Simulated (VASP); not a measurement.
Fe2Pt:

```xyz
3
Lattice="2.6176 0.0000 0.0000 -1.3088 2.2669 0.0000 0.0000 0.0000 6.2769" Properties=species:S:1:pos:R:3 pbc="T T T"
Fe    0.0000    1.5113    4.0457
Fe    1.3088    0.7556    2.2312
Pt    0.0000    0.0000    0.0000
```

Base run:

* Program: VASP 6.6.1
* Functional: PBEsol
* Dispersion: D4
* Potentials or basis: VASP PAW PBE potentials, release 64 (Fe, Pt)
* Cutoff: 520 eV
* k mesh: 14 × 14 × 6
* Occupations: fermi-dirac, width 0.1 eV
* Spin: collinear spin, antiferromagnetic start
* Starting moments: [2.8, -2.8, 0.0] μB

Its results: band gap on the k mesh zero (filled and empty bands overlap); pressure -4.0 GPa; largest force 0.828 eV/Å.

The run is repeated on the same cell with these changes: spin from collinear spin, antiferromagnetic start to no spin polarisation; further incar settings from ALGO = Normal; EDIFF = 1e-07; NBANDS = 24 to ALGO = Normal; EDIFF = 1e-06; NBANDS = 20. What comes out?

Band gap on the k mesh zero (bands 13 and 14 overlap by 1.41 eV); pressure -14.8 GPa; largest force 0.097 eV/Å.

Caveats: the cell stands under tension; the PAW data sets were made with another functional, which shifts forces and pressure a little; spin-orbit coupling is left out, which moves the levels of the heavy elements; the antiferromagnetic order is the one typed at the start, and another may lie lower (at least some runs).
